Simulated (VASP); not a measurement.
# Hf (P6/mmm) in VASP: further runs

Runs on Hf. Level: PBEsol. Tasks: single point.

Program: VASP 6.6.1. These are calculated values, not measurements. Logs are shortened: lines on timing, memory, paths and dates and some standing lists are left out, and cuts for length are marked.

## 1. The cell of the first run

Symmetry: P6/mmm, No. 191, hexagonal system. Conventional cell: a = 4.962 Å, b = 4.962 Å, c = 3.086 Å, α = 90.00°, β = 90.00°, γ = 120.00°. Within 4.1 Å of Hf (site symmetry 6/mmm) lie 14 Hf at 3.09 to 3.25 Å. Within 3.8 Å of Hf (site symmetry -6m2) lie 11 Hf at 2.87 to 3.25 Å.

## 2. Single point, PBEsol, non-collinear spin, zero start, spin-orbit coupling

INCAR

```
PREC = Accurate
ENCUT = 520
EDIFF = 1E-7
ISMEAR = -1
SIGMA = 0.05
LREAL = F
LASPH = T
NELM = 150
ALGO = Fast
ISIF = 2
LWAVE = F
LCHARG = T
MAGMOM = 0 0 0 0 0 0 0 0 0
LORBIT = 11
LSORBIT = T
GGA_COMPAT = F
LORBMOM = T
LMAXMIX = 4
GGA = PS
LVHAR = T
NBANDS = 43
```

KPOINTS

```
Automatic mesh
0
Gamma
  6 6 9
```

POSCAR

```
Hf
1.0
    4.9623295440      0.0000000000      0.0000000000
   -2.4811647720      4.2975034470      0.0000000000
    0.0000000000      0.0000000000      3.0862322500
Hf
3
Direct
    0.0000000000      0.0000000000      0.0000000000
    0.3333333333      0.6666666667      0.5000000000
    0.6666666667      0.3333333333      0.5000000000
```

Potentials or basis: VASP PAW PBE potentials, release 64 (Hf_pv).

Run with:

```sh
cat potpaw_PBE.64/Hf_pv/POTCAR > POTCAR
mpirun -np 1 vasp_ncl > vasp.out
```

OUTCAR:

```text
PREC = Accurate
   ENCUT = 520
   EDIFF = 1E-7
   ISMEAR = -1
   LREAL = F
   LASPH = T
   NELM = 150
   ISIF = 2
   LORBIT = 11
   LSORBIT = T
   GGA = PS

 ion  position               nearest neighbor table
   1  0.000  0.000  0.000-   2 3.25   3 3.25   2 3.25   3 3.25   2 3.25   2 3.25   3 3.25   3 3.25
                             3 3.25   3 3.25   2 3.25   2 3.25
   2  0.333  0.667  0.500-   3 2.87   3 2.87   3 2.87   1 3.25   1 3.25   1 3.25   1 3.25   1 3.25
                             1 3.25
   3  0.667  0.333  0.500-   2 2.87   2 2.87   2 2.87   1 3.25   1 3.25   1 3.25   1 3.25   1 3.25
                             1 3.25

  LATTYP: Found a hexagonal cell.
 ALAT       =     4.9623295440
 C/A-ratio  =     0.6219321435

  Lattice vectors:

 A1 = (   4.9623295440,   0.0000000000,   0.0000000000)
 A2 = (  -2.4811647720,   4.2975034470,   0.0000000000)
 A3 = (   0.0000000000,   0.0000000000,   3.0862322500)

Analysis of symmetry for initial positions (statically):
=====================================================================
 Subroutine PRICEL returns:
 Original cell was already a primitive cell.

 Routine SETGRP: Setting up the symmetry group for a
 hexagonal supercell.

 Subroutine GETGRP returns: Found 24 space group operations
 (whereof 24 operations were pure point group operations)
 out of a pool of 24 trial point group operations.

The static configuration has the point symmetry D_6h.

Analysis of symmetry for dynamics (positions and initial velocities):
=====================================================================
 Subroutine PRICEL returns:
 Original cell was already a primitive cell.

 Routine SETGRP: Setting up the symmetry group for a
 hexagonal supercell.

 Subroutine GETGRP returns: Found 24 space group operations
 (whereof 24 operations were pure point group operations)
 out of a pool of 24 trial point group operations.

The dynamic configuration has the point symmetry D_6h.

Analysis of structural, dynamic, and magnetic symmetry:
=====================================================================
 Subroutine PRICEL returns:
 Original cell was already a primitive cell.

 Routine SETGRP: Setting up the symmetry group for a
 hexagonal supercell.

 Subroutine GETGRP returns: Found 24 space group operations
 (whereof 24 operations were pure point group operations)
 out of a pool of 24 trial point group operations.

The overall configuration has the point symmetry D_6h.

 Subroutine INISYM returns: Found 24 space group operations
 (whereof 24 operations are pure point group operations),
 and found     1 'primitive' translations

----------------------------------------------------------------------------------------

                                     Primitive cell

  volume of cell :      65.8158

  direct lattice vectors                    reciprocal lattice vectors
     4.962329544  0.000000000  0.000000000     0.201518257  0.116346620  0.000000000
    -2.481164772  4.297503447  0.000000000     0.000000000  0.232693240  0.000000000
     0.000000000  0.000000000  3.086232250     0.000000000  0.000000000  0.324019685

  length of vectors
     4.962329544  4.962329544  3.086232250     0.232693240  0.232693240  0.324019685

  position of ions in fractional coordinates (direct lattice)
     0.000000000  0.000000000  0.000000000
     0.333333333  0.666666667  0.500000000
     0.666666667  0.333333333  0.500000000

  ion indices of the primitive-cell ions
   primitive index   ion index
                 1           1
                 2           2
                 3           3

----------------------------------------------------------------------------------------

 KPOINTS: Automatic mesh

Automatic generation of k-mesh.
 Grid dimensions read from file:
 generate k-points for:    6    6    9

 Generating k-lattice:

  Cartesian coordinates                     Fractional coordinates (reciprocal lattice)
     0.033586376  0.019391103  0.000000000     0.166666667  0.000000000  0.000000000
     0.000000000  0.038782207  0.000000000     0.000000000  0.166666667  0.000000000
     0.000000000  0.000000000  0.036002187     0.000000000  0.000000000  0.111111111

  Length of vectors
     0.038782207  0.038782207  0.036002187

  Shift w.r.t. Gamma in fractional coordinates (k-lattice)
     0.000000000  0.000000000  0.000000000

 Subroutine IBZKPT returns following result:
 ===========================================

 Found     35 irreducible k-points:

 Following reciprocal coordinates:
            Coordinates               Weight
  0.000000  0.000000  0.000000      1.000000
  0.166667 -0.000000  0.000000      6.000000
[... 48 lines left out ...]
   ISYM   =      2    0-nonsym 1-usesym 2-fastsym
   POTIM  = 0.5000    time-step for ionic-motion
   TEBEG  =    0.0;   TEEND  =   0.0 temperature during run
   PSTRESS=    0.0 pullay stress
   NELECT =      30.0000    total number of electrons
   NUPDOWN=      -1.0000    fix difference up-down
   EMIN   =  10.00;   EMAX   =-10.00  energy-range for DOS
   EFERMI =   0.00;   METHOD = LEGACY
   ISMEAR =    -1;   SIGMA  =   0.05  broadening in eV -4-tet -1-fermi 0-gaus
   EFERMI_NEDOS =   21; number of points for ismear=-14 and -15
   IALGO  =     68    algorithm
   IMIX   =      4    mixing-type and parameters
     AMIX     =   0.40;   BMIX     =  1.00
     AMIX_MAG =   1.60;   BMIX_MAG =  1.00
  volume/ion in A,a.u.               =      21.94       148.05
  Fermi-wavevector in a.u.,A,eV,Ry     =   1.259907  2.380879 21.597416  1.587365
  Thomas-Fermi vector in A             =   2.393443
   LORBIT       =     11    0 simple, 1 ext, 2 COOP (PROOUT), +10 PAW based schemes
   GGA     = PS    functional components
   LHFCALC =     F    Hartree Fock is set to
   AEXX    =    0.0000 exact exchange contribution
   IVDW    =     0    specifies the selected vdW correction
   LEPSILON=     F    determine dielectric tensor
   LRPA    =     F    only Hartree local field effects (RPA)
 RMM-DIIS sequential band-by-band and
  energy-cutoff  :      520.00
  volume of cell :       65.82
 maximum number of plane-waves:      3588
 NGX is ok and might be reduce to    40
   NGX = 19   NGY = 19   NGZ = 11

 number of electron      30.0000003 magnetization      -0.0000000     -0.0000000     -0.0000000

 number of electron      30.0000003 magnetization       0.0000000     -0.0000000     -0.0000000

 number of electron      30.0000003 magnetization       0.0000000      0.0000000     -0.0000000

 number of electron      30.0000003 magnetization       0.0000000      0.0000000      0.0000000

 Free energy of the ion-electron system (eV)
  ---------------------------------------------------
  ext. energy  EPLUGINS =         0.00000000
  ---------------------------------------------------
  free energy    TOTEN  =       -33.45927082 eV

  energy without entropy =      -33.43474004  energy(sigma->0) =      -33.44700543

 E-fermi :   4.6738     XC(G=0): -11.4812

 val. band max:        4.6694726286   @ k =   0.3333   0.3333   0.2222
 cond. band min:       4.6865609790   @ k =   0.3333   0.1667   0.4444
 fundamental gap:      0.0170883505
 Fermi energy:         4.6737868014

 k-point     1 :       0.0000    0.0000    0.0000
  band No.  band energies     occupation
      1     -30.5758      1.00000
      2     -30.5758      1.00000
      3     -30.3726      1.00000
      4     -30.3726      1.00000
      5     -30.0438      1.00000
      6     -30.0438      1.00000
[... 1069 lines left out ...]
     41       8.3500      0.00000
     42       8.3501      0.00000

 [... further k-points ...]

 [bands above 42 left out]

------------------------ aborting loop because EDIFF is reached ----------------------------------------

  FORCE on cell =-STRESS in cart. coord.  units (eV):
  Direction    XX          YY          ZZ          XY          YZ          ZX
  --------------------------------------------------------------------------------------
  -------------------------------------------------------------------------------------
  Total       -1.4945646     -1.4945646     -1.1705690      0.0000000     -0.0000000      0.0000000
  in kB      -36.3826912    -36.3826912    -28.4955577      0.0000000     -0.0000000      0.0000000
  external PRESSURE =     -33.7536467 kB  Pullay stress =       0.0000000 kB

 VOLUME and BASIS-vectors are now :
 -----------------------------------------------------------------------------
  energy-cutoff  :      520.00
  volume of cell :       65.82
      direct lattice vectors                 reciprocal lattice vectors
     4.962329544  0.000000000  0.000000000     0.201518257  0.116346620  0.000000000
    -2.481164772  4.297503447  0.000000000     0.000000000  0.232693240  0.000000000
     0.000000000  0.000000000  3.086232250     0.000000000  0.000000000  0.324019685

 POSITION                                       TOTAL-FORCE (eV/Angst)
 -----------------------------------------------------------------------------------
      0.00000      0.00000      0.00000         0.000000      0.000000     -0.000000
     -0.00000      2.86500      1.54312        -0.000000      0.000000     -0.000000
      2.48116      1.43250      1.54312         0.000000     -0.000000      0.000000
 -----------------------------------------------------------------------------------
    total drift:                                0.000000     -0.000000      0.000000

  FREE ENERGIE OF THE ION-ELECTRON SYSTEM (eV)
  ---------------------------------------------------
  free  energy   TOTEN  =       -33.4592708193 eV

  energy  without entropy=      -33.4347400428  energy(sigma->0) =      -33.44700543

 orbital moment (x)

 # of ion     p       d       tot
 ----------------------------------------
  1        -0.000   0.000  -0.000
  2        -0.000   0.000  -0.000
  3        -0.000  -0.000  -0.000
 ----------------------------------------
           -0.000   0.000  -0.000

 orbital moment (y)

 # of ion     p       d       tot
 ----------------------------------------
  1        -0.000   0.000   0.000
  2         0.000  -0.000  -0.000
  3        -0.000   0.000   0.000
 ----------------------------------------
           -0.000  -0.000  -0.000

 orbital moment (z)

 # of ion     p       d       tot
 ----------------------------------------
  1         0.000   0.000   0.000
  2         0.000   0.000   0.000
  3         0.000   0.000   0.000
 ----------------------------------------
            0.000   0.000   0.000

 Spin-Orbit-Coupling matrix elements

 Ion:    1  E_soc:     -1.3479426
 l=   1
     0.0000000    -0.2164182    -0.2163153
    -0.2164182     0.0000000    -0.2164182
    -0.2163153    -0.2164182     0.0000000
 l=   2
     0.0000000    -0.0018247     0.0000000    -0.0018247    -0.0046682
    -0.0018247     0.0000000    -0.0055512    -0.0017504    -0.0018247
     0.0000000    -0.0055512     0.0000000    -0.0055512     0.0000000
    -0.0018247    -0.0017504    -0.0055512     0.0000000    -0.0018247
    -0.0046682    -0.0018247     0.0000000    -0.0018247     0.0000000
 l=   3
     0.0000000     0.0000000     0.0000000     0.0000000     0.0000000     0.0000000     0.0000000
     0.0000000     0.0000000     0.0000000     0.0000000     0.0000000     0.0000000     0.0000000
     0.0000000     0.0000000     0.0000000     0.0000000     0.0000000     0.0000000     0.0000000
     0.0000000     0.0000000     0.0000000     0.0000000     0.0000000     0.0000000     0.0000000
[... 29 lines left out ...]
 l=   2
     0.0000000    -0.0016719     0.0000000    -0.0016719    -0.0078502
    -0.0016719     0.0000000    -0.0046009    -0.0013502    -0.0016719
     0.0000000    -0.0046009     0.0000000    -0.0046009     0.0000000
    -0.0016719    -0.0013502    -0.0046009     0.0000000    -0.0016719
    -0.0078502    -0.0016719     0.0000000    -0.0016719     0.0000000
 l=   3
     0.0000000     0.0000000     0.0000000     0.0000000     0.0000000     0.0000000     0.0000000
     0.0000000     0.0000000     0.0000000     0.0000000     0.0000000     0.0000000     0.0000000
     0.0000000     0.0000000     0.0000000     0.0000000     0.0000000     0.0000000     0.0000000
     0.0000000     0.0000000     0.0000000     0.0000000     0.0000000     0.0000000     0.0000000
     0.0000000     0.0000000     0.0000000     0.0000000     0.0000000     0.0000000     0.0000000
     0.0000000     0.0000000     0.0000000     0.0000000     0.0000000     0.0000000     0.0000000
     0.0000000     0.0000000     0.0000000     0.0000000     0.0000000     0.0000000     0.0000000

 total charge

# of ion       s       p       d       tot
------------------------------------------
    1        0.379   6.491   1.456   8.326
    2        0.397   6.409   1.681   8.487
    3        0.397   6.409   1.681   8.487
--------------------------------------------------
tot          1.174  19.308   4.818  25.299

 magnetization (x)

# of ion       s       p       d       tot
------------------------------------------
    1        0.000  -0.000  -0.000  -0.000
    2        0.000  -0.000   0.000  -0.000
    3        0.000   0.000   0.000   0.000
--------------------------------------------------
tot          0.000  -0.000  -0.000  -0.000

 magnetization (y)

# of ion       s       p       d       tot
------------------------------------------
    1        0.000  -0.000   0.000  -0.000
    2        0.000   0.000   0.000   0.000
    3        0.000   0.000   0.000   0.000
--------------------------------------------------
tot          0.000  -0.000   0.000  -0.000

 magnetization (z)

# of ion       s       p       d       tot
------------------------------------------
    1        0.000  -0.000  -0.000  -0.000
    2        0.000   0.000   0.000   0.000
    3        0.000   0.000   0.000   0.000
--------------------------------------------------
tot          0.000  -0.000  -0.000  -0.000
```

Run time: 2.1 min. Hardware: 1 thread of Intel Xeon 6975P-C (Granite Rapids), shared host; peak memory 0.41 GiB.

What came out:

* Free energy: -33.4593 eV
* Pressure: -3.4 GPa
* Net moment: 0.00 μB per cell
* Valence electrons inside the program's atomic spheres: Hf 8.33, 8.49

Stress tensor (GPa, compression positive):
```
-3.64  0.00  0.00
 0.00 -3.64  0.00
 0.00  0.00 -2.85
```

Moments on the atoms (μB; x, y, z):
```
Hf  0.00 0.00 0.00
Hf  0.00 0.00 0.00
Hf  0.00 0.00 0.00
```

Caveat: the PAW data sets were made with another functional, which shifts forces and pressure a little.

## 3. Single point, PBEsol

INCAR

```
SYSTEM = Hf
PREC = Accurate
ENCUT = 500
EDIFF = 1E-6
ISMEAR = -1
SIGMA = 0.05
LREAL = .FALSE.
LASPH = .TRUE.
NELM = 120
ALGO = Normal
ISIF = 2
LWAVE = .FALSE.
LCHARG = .FALSE.
GGA = PS
NBANDS = 22
GGA_COMPAT = .FALSE.
```

KPOINTS

```
Automatic mesh
0
G
  4 4 7
  0 0 0
```

POSCAR is that of step 2.

Potentials or basis: VASP PAW PBE potentials, release 64 (Hf_pv).

Run with:

```sh
cat potpaw_PBE.64/Hf_pv/POTCAR > POTCAR
mpirun -np 1 vasp_std > vasp.out
```

It took 24 s on 1 thread of Intel Xeon 8259CL, shared host; peak memory 0.18 GiB.

It converged, with:

```
Free energy            : -31.3996 eV
Pressure               : -3.4 GPa
Band gap on the k mesh : zero (band 15 reaches 5.03 eV, above the bottom of band 16 at 4.11 eV)
```

Stress tensor (GPa, compression positive):
```
-3.52  0.00  0.00
 0.00 -3.52  0.00
 0.00  0.00 -3.30
```

Levels at points of the mesh, in eV from the Fermi level:
```csv
k point,band 12,band 13,band 14,band 15,band 16,band 17,band 18,band 19
"(0.00, 0.00, 0.00)",-0.63,-0.62,-0.62,-0.58,-0.58,1.13,2.15,2.15
"(0.50, 0.00, 0.00)",-3.55,-0.46,-0.40,-0.34,0.19,0.88,1.12,1.59
```

Caveat: the k points lie up to 0.37 Å⁻¹ apart; the PAW data sets were made with another functional, which shifts forces and pressure a little; spin-orbit coupling is left out, which moves the levels of the heavy elements.

## 4. Single point, PBEsol

This run uses another cell than the first one, of 17.74 Å³/atom, 0.809 times its volume.

INCAR

```
SYSTEM = Hf
PREC     = Accurate       ! precision mode
ENCUT    = 520            ! plane-wave cutoff, eV
EDIFF    = 1E-7           ! SCF threshold, eV
ISMEAR   = -1             ! smearing method
SIGMA    = 0.05           ! smearing width, eV
LREAL    = .False.        ! projectors in reciprocal space
LASPH    = .True.         ! aspherical terms in the spheres
NELM     = 60             ! most SCF steps
ALGO     = Normal         ! electronic algorithm
ISIF     = 2              ! what is computed and relaxed
LWAVE    = .False.        ! write WAVECAR
LCHARG   = .True.         ! write CHGCAR
GGA      = PS             ! functional
LELF     = .True.         ! ELF
LVHAR    = .True.       
NBANDS   = 22             ! bands
```

KPOINTS

```
regular mesh
0
Gamma
  6 6 9
  0 0 0
```

POSCAR

```
Hf
1.0
    4.6195015826      0.0000000000      0.0000000000
   -2.3097507913      4.0006057234      0.0000000000
    0.0000000000      0.0000000000      2.8802231314
Hf
3
Direct
    0.0000000000      0.0000000000      0.0000000000
    0.3333333333      0.6666666667      0.5000000000
    0.6666666667      0.3333333333      0.5000000000
```

Run with:

```sh
cat potpaw_PBE.64/Hf_pv/POTCAR > POTCAR
mpirun -np 1 vasp_std > vasp.out
```

Run time: 16 s. Hardware: 1 thread of Intel Xeon 6975P-C (Granite Rapids), shared host; peak memory 0.19 GiB.

Results (log left out):

* Free energy: -30.5517 eV
* Pressure: 29.6 GPa
* Band gap on the k mesh: zero (band 15 reaches 6.69 eV, above the bottom of band 16 at 5.80 eV)

Stress tensor (GPa, compression positive):
```
29.51  0.00  0.00
 0.00 29.51  0.00
 0.00  0.00 29.80
```

Levels at points of the mesh, in eV from the Fermi level:
| k point | band 13 | band 14 | band 15 | band 16 | band 17 | band 18 |
| --- | --- | --- | --- | --- | --- | --- |
| (0.00, 0.00, 0.00) | -0.52 | -0.52 | -0.46 | -0.46 | 1.24 | 2.44 |
| (0.50, 0.00, 0.00) | -0.84 | -0.82 | -0.61 | -0.01 | 1.01 | 1.60 |

Caveat: the PAW data sets were made with another functional, which shifts forces and pressure a little; spin-orbit coupling is left out, which moves the levels of the heavy elements.

## 5. Overview

| spin | cell | k mesh | cutoff (eV) | gap on the mesh (eV) | pressure (GPa) |
| --- | --- | --- | --- | --- | --- |
| non-collinear, zero start, SOC | a = 4.962, b = 4.962, c = 3.086 Å, angles 90.0, 90.0, 120.0°, 3 atoms | 6 × 6 × 9 | 520 | - | -3.4 |
| off | a = 4.962, b = 4.962, c = 3.086 Å, angles 90.0, 90.0, 120.0°, 3 atoms | 4 × 4 × 7 | 500 | none | -3.4 |
| off | a = 4.620, b = 4.620, c = 2.880 Å, angles 90.0, 90.0, 120.0°, 3 atoms | 6 × 6 × 9 | 520 | none | 29.6 |

Alike in all rows: task single point; level PBEsol; potentials or basis VASP PAW PBE potentials, release 64 (Hf_pv); smearing fermi-dirac 0.05 eV.

Caveats: some runs use coarse meshes; the PAW data sets were made with another functional, which shifts forces and pressure a little; spin-orbit coupling is left out, which moves the levels of the heavy elements (some runs).

Absolute energies hang on the potentials; compare differences alone.
